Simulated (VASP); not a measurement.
# I (Im-3m) in VASP: notebook

Aim: see how the results for I move with the level of theory and the settings. Levels: PBEsol+D3(BJ), PBEsol+D4, PBEsol. Tasks: single point.

Program: VASP 6.6.1. These are calculated values, not measurements. Logs are shortened: lines on timing, memory, paths and dates and some standing lists are left out, and cuts for length are marked.

## (1) The cell of the first run

The structure is cubic, space group Im-3m (No. 229). The conventional cell has a = 3.967 Å, b = 3.967 Å, c = 3.967 Å, α = 90.00°, β = 90.00°, γ = 90.00°. I (site symmetry m-3m) has 14 I at 3.44 to 3.97 Å within 4.5 Å.

## (2) Single point, PBEsol+D3(BJ)

Contents of INCAR:

```
SYSTEM = I
PREC = Accurate
ENCUT = 520
EDIFF = 1E-6
ISMEAR = -1
SIGMA = 0.05
LREAL = .FALSE.
LASPH = .TRUE.
NELM = 60
ALGO = Normal
ISIF = 2
LWAVE = .FALSE.
LCHARG = .TRUE.
GGA = PS
IVDW = 12
LELF = .TRUE.
LVHAR = .TRUE.
NBANDS = 10
```

Contents of KPOINTS:

```
regular mesh
0
G
  9 9 9
  0 0 0
```

Contents of POSCAR:

```
I
1.0
   -1.9836658777      1.9836658777      1.9836658777
    1.9836658777     -1.9836658777      1.9836658777
    1.9836658777      1.9836658777     -1.9836658777
I
1
Direct
    0.0000000000      0.0000000000      0.0000000000
```

Potentials or basis: VASP PAW PBE potentials, release 64 (I).

The run is started by

```sh
cat potpaw_PBE.64/I/POTCAR > POTCAR
mpirun -np 1 vasp_std > vasp.out
```

OUTCAR:

```text
SYSTEM = I
   PREC = Accurate
   ENCUT = 520
   EDIFF = 1E-6
   ISMEAR = -1
   LREAL = .FALSE.
   LASPH = .TRUE.
   NELM = 60
   ISIF = 2
   GGA = PS
   IVDW = 12
 IVDW          = 12

 ion  position               nearest neighbor table
   1  0.000  0.000  0.000-

  LATTYP: Found a body centered cubic cell.
 ALAT       =     3.9673317554

  Lattice vectors:

 A1 = (  -1.9836658777,   1.9836658777,   1.9836658777)
 A2 = (   1.9836658777,  -1.9836658777,   1.9836658777)
 A3 = (   1.9836658777,   1.9836658777,  -1.9836658777)

Analysis of symmetry for initial positions (statically):
=====================================================================
 Subroutine PRICEL returns:
 Original cell was already a primitive cell.

 Routine SETGRP: Setting up the symmetry group for a
 body centered cubic supercell.

 Subroutine GETGRP returns: Found 48 space group operations
 (whereof 48 operations were pure point group operations)
 out of a pool of 48 trial point group operations.

The static configuration has the point symmetry O_h .

Analysis of symmetry for dynamics (positions and initial velocities):
=====================================================================
 Subroutine PRICEL returns:
 Original cell was already a primitive cell.

 Routine SETGRP: Setting up the symmetry group for a
 body centered cubic supercell.

 Subroutine GETGRP returns: Found 48 space group operations
 (whereof 48 operations were pure point group operations)
 out of a pool of 48 trial point group operations.

The dynamic configuration has the point symmetry O_h .

 Subroutine INISYM returns: Found 48 space group operations
 (whereof 48 operations are pure point group operations),
 and found     1 'primitive' translations

----------------------------------------------------------------------------------------

                                     Primitive cell

  volume of cell :      31.2223

  direct lattice vectors                    reciprocal lattice vectors
    -1.983665878  1.983665878  1.983665878     0.000000000  0.252058578  0.252058578
     1.983665878 -1.983665878  1.983665878     0.252058578  0.000000000  0.252058578
     1.983665878  1.983665878 -1.983665878     0.252058578  0.252058578  0.000000000

  length of vectors
[... 81 lines left out ...]
   LREAL  =      F    real-space projection
   EDIFFG = 0.1E-04   stopping-criterion for IOM
   NSW    =      0    number of steps for IOM
   IBRION =     -1    ionic relax: 0-MD 1-quasi-New 2-CG
   NFREE  =      0    steps in history (QN), initial steepest desc. (CG)
   ISIF   =      2    stress and relaxation
   ISYM   =      2    0-nonsym 1-usesym 2-fastsym
   POTIM  = 0.5000    time-step for ionic-motion
   TEBEG  =    0.0;   TEEND  =   0.0 temperature during run
   PSTRESS=    0.0 pullay stress
   NELECT =       7.0000    total number of electrons
   NUPDOWN=      -1.0000    fix difference up-down
   EMIN   =  10.00;   EMAX   =-10.00  energy-range for DOS
   EFERMI =   0.00;   METHOD = LEGACY
   ISMEAR =    -1;   SIGMA  =   0.05  broadening in eV -4-tet -1-fermi 0-gaus
   EFERMI_NEDOS =   21; number of points for ismear=-14 and -15
   IALGO  =     38    algorithm
   IMIX   =      4    mixing-type and parameters
     AMIX     =   0.40;   BMIX     =  1.00
     AMIX_MAG =   1.60;   BMIX_MAG =  1.00
  volume/ion in A,a.u.               =      31.22       210.70
  Fermi-wavevector in a.u.,A,eV,Ry     =   0.994533  1.879394 13.457454  0.989095
  Thomas-Fermi vector in A             =   2.126490
   LORBIT       =      0    0 simple, 1 ext, 2 COOP (PROOUT), +10 PAW based schemes
   GGA     = PS    functional components
   LHFCALC =     F    Hartree Fock is set to
   AEXX    =    0.0000 exact exchange contribution
   IVDW    =    12    specifies the selected vdW correction
   LEPSILON=     F    determine dielectric tensor
   LRPA    =     F    only Hartree local field effects (RPA)
 non-spin polarized calculation
  energy-cutoff  :      520.00
  volume of cell :       31.22
 maximum number of plane-waves:       887
 NGX is ok and might be reduce to    28
   NGX = 13   NGY = 13   NGZ = 13

 number of electron       7.0000001 magnetization

 Free energy of the ion-electron system (eV)
  ---------------------------------------------------
  ext. energy  EPLUGINS =         0.00000000
  ---------------------------------------------------
  free energy    TOTEN  =        -1.36130893 eV

  energy without entropy =       -1.34422805  energy(sigma->0) =       -1.35276849

 E-fermi :   6.0226     XC(G=0):  -9.7908

 val. band max:        5.9954635742   @ k =  -0.4444   0.4444   0.1111
 cond. band min:       6.0665433487   @ k =   0.1111   0.0000   0.0000
 fundamental gap:      0.0710797745
 Fermi energy:         6.0225586994

 k-point     1 :       0.0000    0.0000    0.0000
  band No.  band energies     occupation
      1      -8.3385      2.00000
      2       7.1525      0.00000
      3       7.1525      0.00000
      4       7.1525      0.00000
      5      13.6363      0.00000
      6      15.7870      0.00000
      7      15.7870      0.00000
      8      15.7870      0.00000
      9      18.1474      0.00000
     10      18.1474      0.00000
[... 287 lines left out ...]
 k-point    24 :      -0.4444   -0.4444    0.1111
  band No.  band energies     occupation
      1      -6.0613      2.00000
      2       1.0714      2.00000
      3       3.6228      2.00000
      4       5.8629      1.92120
      5      12.5443      0.00000
      6      14.1178      0.00000
      7      15.4595      0.00000
      8      16.8827      0.00000
      9      22.9920      0.00000
     10      23.9487      0.00000

 [... further k-points ...]

------------------------ aborting loop because EDIFF is reached ----------------------------------------

 Edisp (eV)   -0.38418

 E8    (eV) :    -0.2551

  FORCE on cell =-STRESS in cart. coord.  units (eV):
  Direction    XX          YY          ZZ          XY          YZ          ZX
  --------------------------------------------------------------------------------------
  -------------------------------------------------------------------------------------
  Total      -0.01145    -0.01145    -0.01145    -0.00000    -0.00000     0.00000
  in kB      -0.58765    -0.58765    -0.58765    -0.00000    -0.00000     0.00000
  external pressure =       -0.59 kB  Pullay stress =        0.00 kB

 VOLUME and BASIS-vectors are now :
 -----------------------------------------------------------------------------
  energy-cutoff  :      520.00
  volume of cell :       31.22
      direct lattice vectors                 reciprocal lattice vectors
    -1.983665878  1.983665878  1.983665878     0.000000000  0.252058578  0.252058578
     1.983665878 -1.983665878  1.983665878     0.252058578  0.000000000  0.252058578
     1.983665878  1.983665878 -1.983665878     0.252058578  0.252058578  0.000000000

 POSITION                                       TOTAL-FORCE (eV/Angst)
 -----------------------------------------------------------------------------------
      0.00000      0.00000      0.00000         0.000000     -0.000000      0.000000
 -----------------------------------------------------------------------------------
    total drift:                                0.000000      0.000000      0.000000

  FREE ENERGIE OF THE ION-ELECTRON SYSTEM (eV)
  ---------------------------------------------------
  free  energy   TOTEN  =        -1.7454905437 eV

  energy  without entropy=       -1.7284096586  energy(sigma->0) =       -1.73695010
```

OSZICAR:

```text
N       E                     dE             d eps       ncg     rms          rms(c)
DAV:   1     0.188850913178E+02    0.18885E+02   -0.26718E+03   700   0.512E+02
DAV:   2    -0.684515511036E+00   -0.19570E+02   -0.19215E+02   930   0.869E+01
DAV:   3    -0.135679536359E+01   -0.67228E+00   -0.66080E+00   878   0.154E+01
DAV:   4    -0.136089680529E+01   -0.41014E-02   -0.41008E-02   884   0.149E+00
DAV:   5    -0.136093848529E+01   -0.41680E-04   -0.41680E-04   830   0.141E-01    0.551E+00
DAV:   6    -0.136099636640E+01   -0.57881E-04   -0.94663E-04   832   0.161E-01    0.334E+00
DAV:   7    -0.136131589015E+01   -0.31952E-03   -0.17553E-03   760   0.225E-01    0.727E-02
DAV:   8    -0.136130814406E+01    0.77461E-05   -0.67745E-05   786   0.427E-02    0.214E-02
DAV:   9    -0.136130893087E+01   -0.78681E-06   -0.28012E-06   862   0.990E-03
   1 F= -.17454905E+01 E0= -.17369501E+01  d E =-.170809E-01
```

stdout:

```text
POSCAR found type information on POSCAR I
 POSCAR found :  1 types and       1 ions
 scaLAPACK will be used
 -----------------------------------------------------------------------------
|                                                                             |
|                                                                             |
|     You enforced a specific xc type in the INCAR file but a different       |
|     I HOPE YOU KNOW WHAT YOU ARE DOING!                                     |
|                                                                             |
 -----------------------------------------------------------------------------

 LDA part: xc-table for (Slater+PW92), standard interpolation
 POSCAR, INCAR and KPOINTS ok, starting setup
 FFT: planning ... GRIDC
 FFT: planning ... GRID_SOFT
 FFT: planning ... GRID
 WAVECAR not read
 entering main loop
```

Wall time 15 s (1 thread of Intel Xeon 8259CL, shared host); peak memory 0.16 GiB.

What came out:

| Item | Value |
| --- | --- |
| Free energy | -1.7455 eV |
| Pressure | -0.1 GPa |
| Band gap on the k mesh | zero (an odd number of electrons rules out a gap without spin polarisation) |
| Dispersion energy per atom | -0.384 eV |

Caveat: the PAW data sets were made with another functional, which shifts forces and pressure a little; spin-orbit coupling is left out, which moves the levels of the heavy elements; an odd number of electrons without spin polarisation forces a metal; a magnetic or distorted state may lie lower.

## (3) Single point, PBEsol+D3(BJ)

This run uses another cell than the first one, of 31.35 Å³/atom.

Contents of INCAR:

```
SYSTEM = I
ALGO = Normal
EDIFF = 1E-7
ENCUT = 520
GGA = PS
ISIF = 2
ISMEAR = -1
IVDW = 12
LASPH = .TRUE.
LCHARG = .FALSE.
LREAL = .FALSE.
LWAVE = .FALSE.
NBANDS = 10
NELM = 80
PREC = Accurate
SIGMA = 0.05
```

Contents of KPOINTS:

```
k-points
0
G
  9 9 9
  0 0 0
```

Contents of POSCAR:

```
I
1.0
   -1.9863676851      1.9863676851      1.9863676851
    1.9863676851     -1.9863676851      1.9863676851
    1.9863676851      1.9863676851     -1.9863676851
I
1
Direct
    0.0000000000      0.0000000000      0.0000000000
```

Potentials or basis: VASP PAW PBE potentials, release 64 (I).

The run is started by

```sh
cat potpaw_PBE.64/I/POTCAR > POTCAR
mpirun -np 1 vasp_std > vasp.out
```

Run time: 16 s. Hardware: 1 thread of Intel Xeon 8259CL, shared host; peak memory 0.17 GiB.

Results (log left out):

```yaml
Free_energy: -1.7454 eV
Pressure: -0.2 GPa
Band_gap_on_the_k_mesh: zero (an odd number of electrons rules out a gap without spin polarisation)
Dispersion_energy_per_atom: -0.383 eV
```

Levels at points of the mesh, in eV from the Fermi level:
```tsv
k point	band 1	band 2	band 3	band 4	band 5	band 6	band 7	band 8	band 9
(0.00, 0.00, 0.00)	-14.33	1.12	1.12	1.12	7.58	9.76	9.76	9.76	12.12
```

Caveat: three body term missing; the PAW data sets were made with another functional, which shifts forces and pressure a little; spin-orbit coupling is left out, which moves the levels of the heavy elements; an odd number of electrons without spin polarisation forces a metal; a magnetic or distorted state may lie lower.

## (4) Single point, PBEsol+D4

This run uses another cell than the first one, of 31.80 Å³/atom.

Contents of INCAR:

```
SYSTEM = I
ALGO = Normal ; EDIFF = 1E-7
ENCUT = 520 ; GGA = PS
ISIF = 2 ; ISMEAR = -1
IVDW = 13 ; LASPH = .TRUE.
LCHARG = .TRUE. ; LELF = .TRUE.
LREAL = .FALSE. ; LVHAR = .TRUE.
LWAVE = .FALSE. ; NBANDS = 10
NELM = 100 ; PREC = Accurate
SIGMA = 0.05
```

KPOINTS is that of step 3.

Contents of POSCAR:

```
I
1.0
   -1.9957993562      1.9957993562      1.9957993562
    1.9957993562     -1.9957993562      1.9957993562
    1.9957993562      1.9957993562     -1.9957993562
I
1
Direct
    0.0000000000      0.0000000000      0.0000000000
```

Potentials or basis: VASP PAW PBE potentials, release 64 (I).

The run is started by

```sh
cat potpaw_PBE.64/I/POTCAR > POTCAR
mpirun -np 1 vasp_std > vasp.out
```

OUTCAR:

```text
SYSTEM = I
   EDIFF = 1E-7
   ENCUT = 520
   GGA = PS
   ISIF = 2
   ISMEAR = -1
   IVDW = 13
   LASPH = .TRUE.
   LREAL = .FALSE.
   NELM = 100
   PREC = Accurate

 ion  position               nearest neighbor table
   1  0.000  0.000  0.000-

  LATTYP: Found a body centered cubic cell.
 ALAT       =     3.9915987124

  Lattice vectors:

 A1 = (  -1.9957993562,   1.9957993562,   1.9957993562)
 A2 = (   1.9957993562,  -1.9957993562,   1.9957993562)
 A3 = (   1.9957993562,   1.9957993562,  -1.9957993562)

[... 492 lines left out ...]

------------------------ aborting loop because EDIFF is reached ----------------------------------------

  DFT-D4 for vdW energy calculation

  Edisp (eV):   -0.25615

  FORCE on cell =-STRESS in cart. coord.  units (eV):
  Direction    XX          YY          ZZ          XY          YZ          ZX
  --------------------------------------------------------------------------------------
  -------------------------------------------------------------------------------------
  Total       0.00101     0.00101     0.00101    -0.00000     0.00000    -0.00000
  in kB       0.05086     0.05086     0.05086    -0.00000     0.00000    -0.00000
  external pressure =        0.05 kB  Pullay stress =        0.00 kB

 VOLUME and BASIS-vectors are now :
 -----------------------------------------------------------------------------
  energy-cutoff  :      520.00
  volume of cell :       31.80
      direct lattice vectors                 reciprocal lattice vectors
    -1.995799356  1.995799356  1.995799356     0.000000000  0.250526186  0.250526186
     1.995799356 -1.995799356  1.995799356     0.250526186  0.000000000  0.250526186
     1.995799356  1.995799356 -1.995799356     0.250526186  0.250526186  0.000000000

 POSITION                                       TOTAL-FORCE (eV/Angst)
 -----------------------------------------------------------------------------------
      0.00000      0.00000      0.00000        -0.000000     -0.000000      0.000000
 -----------------------------------------------------------------------------------
    total drift:                               -0.000000      0.000000      0.000000

  FREE ENERGIE OF THE ION-ELECTRON SYSTEM (eV)
  ---------------------------------------------------
  free  energy   TOTEN  =        -1.6233346215 eV

  energy  without entropy=       -1.6058817633  energy(sigma->0) =       -1.61460819
```

Run time: 17 s. Hardware: 1 thread of Intel Xeon 8259CL, shared host; peak memory 0.16 GiB.

What came out:

* Free energy: -1.6233 eV
* Pressure: 0.0 GPa
* Band gap on the k mesh: zero (an odd number of electrons rules out a gap without spin polarisation)
* Dispersion energy per atom: -0.256 eV

Caveat: the PAW data sets were made with another functional, which shifts forces and pressure a little; spin-orbit coupling is left out, which moves the levels of the heavy elements; an odd number of electrons without spin polarisation forces a metal; a magnetic or distorted state may lie lower.

## (5) Single point, PBEsol

This run uses another cell than the first one, of 32.99 Å³/atom.

Contents of INCAR:

```
PREC     = Accurate       # precision mode
ENCUT    = 520            # plane-wave cutoff, eV
EDIFF    = 1E-6           # SCF threshold, eV
ISMEAR   = -1             # smearing method
SIGMA    = 0.05           # smearing width, eV
LREAL    = False          # projectors in reciprocal space
LASPH    = True           # aspherical terms in the spheres
NELM     = 100            # most SCF steps
ALGO     = Normal         # electronic algorithm
ISIF     = 2              # what is computed and relaxed
LWAVE    = False          # write WAVECAR
LCHARG   = False          # write CHGCAR
GGA      = PS             # functional
NBANDS   = 10             # bands
```

Contents of KPOINTS:

```
Automatic mesh
0
Gamma
  9 9 9
```

Contents of POSCAR:

```
I
1.0
   -2.0203937193      2.0203937193      2.0203937193
    2.0203937193     -2.0203937193      2.0203937193
    2.0203937193      2.0203937193     -2.0203937193
I
1
Direct
    0.0000000000      0.0000000000      0.0000000000
```

The run is started by

```sh
cat potpaw_PBE.64/I/POTCAR > POTCAR
mpirun -np 1 vasp_std > vasp.out
```

Wall time 14 s (1 thread of Intel Xeon 8259CL, shared host); peak memory 0.16 GiB.

The run converged. Its results:

- Free energy: -1.3716 eV
- Pressure: -0.1 GPa
- Band gap on the k mesh: zero (an odd number of electrons rules out a gap without spin polarisation)

Levels at points of the mesh, in eV from the Fermi level:
```tsv
k point	band 2	band 3	band 4	band 5	band 6	band 7
(0.00, 0.00, 0.00)	1.01	1.01	1.01	7.24	9.76	9.76
```

Caveat: the PAW data sets were made with another functional, which shifts forces and pressure a little; spin-orbit coupling is left out, which moves the levels of the heavy elements; an odd number of electrons without spin polarisation forces a metal; a magnetic or distorted state may lie lower.

## (6) Single point, PBEsol+D3(BJ)

This run uses another cell than the first one, of 36.48 Å³/atom.

Contents of INCAR:

```
SYSTEM = I
ALGO = Normal
EDIFF = 1E-6
ENCUT = 520
GGA = PS
ISIF = 2
ISMEAR = -1
IVDW = 12
LASPH = .True.
LCHARG = .False.
LREAL = .False.
LWAVE = .False.
NBANDS = 10
NELM = 60
PREC = Accurate
SIGMA = 0.05
```

Contents of KPOINTS:

```
k-points
0
Gamma
  9 9 9
  0 0 0
```

Contents of POSCAR:

```
I
1.0
   -2.0893754423      2.0893754423      2.0893754423
    2.0893754423     -2.0893754423      2.0893754423
    2.0893754423      2.0893754423     -2.0893754423
I
1
Direct
    0.0000000000      0.0000000000      0.0000000000
```

Potentials or basis: VASP PAW PBE potentials, release 64 (I).

The run is started by

```sh
cat potpaw_PBE.64/I/POTCAR > POTCAR
mpirun -np 1 vasp_std > vasp.out
```

Run time: 13 s. Hardware: 1 thread of Intel Xeon 8259CL, shared host; peak memory 0.16 GiB.

The run converged. Its results:

* Free energy: -1.6685 eV
* Pressure: -4.0 GPa
* Band gap on the k mesh: zero (an odd number of electrons rules out a gap without spin polarisation)
* Dispersion energy per atom: -0.328 eV

Levels at points of the mesh, in eV from the Fermi level:
```tsv
k point	band 1	band 2	band 3	band 4	band 5	band 6	band 7	band 8	band 9
(0.00, 0.00, 0.00)	-13.30	0.81	0.81	0.81	6.65	9.75	9.75	9.75	11.94
```

Caveat: three body term missing; the cell stands under tension; the PAW data sets were made with another functional, which shifts forces and pressure a little; spin-orbit coupling is left out, which moves the levels of the heavy elements; an odd number of electrons without spin polarisation forces a metal; a magnetic or distorted state may lie lower.

## (7) The runs side by side

| level | cell | gap on the mesh (eV) | pressure (GPa) |
| --- | --- | --- | --- |
| PBEsol+D3(BJ) | a = 3.436 Å, angles 109.5°, 1 atom | none | -0.1 |
| PBEsol+D3(BJ) | a = 3.440 Å, angles 109.5°, 1 atom | none | -0.2 |
| PBEsol+D4 | a = 3.457 Å, angles 109.5°, 1 atom | none | 0.0 |
| PBEsol | a = 3.499 Å, angles 109.5°, 1 atom | none | -0.1 |
| PBEsol+D3(BJ) | a = 3.619 Å, angles 109.5°, 1 atom | none | -4.0 |

Alike in all rows: task single point; potentials or basis VASP PAW PBE potentials, release 64 (I); no spin polarisation; k mesh 9 × 9 × 9; cutoff (eV) 520; smearing fermi-dirac 0.05 eV.

Caveats: the PAW data sets were made with another functional, which shifts forces and pressure a little; spin-orbit coupling is left out, which moves the levels of the heavy elements; an odd number of electrons without spin polarisation forces a metal; a magnetic or distorted state may lie lower; three body term missing (at least some runs); the cell stands under tension (at least some runs).

Total energies depend on the potentials used, so only differences within one code and one set of settings carry meaning.
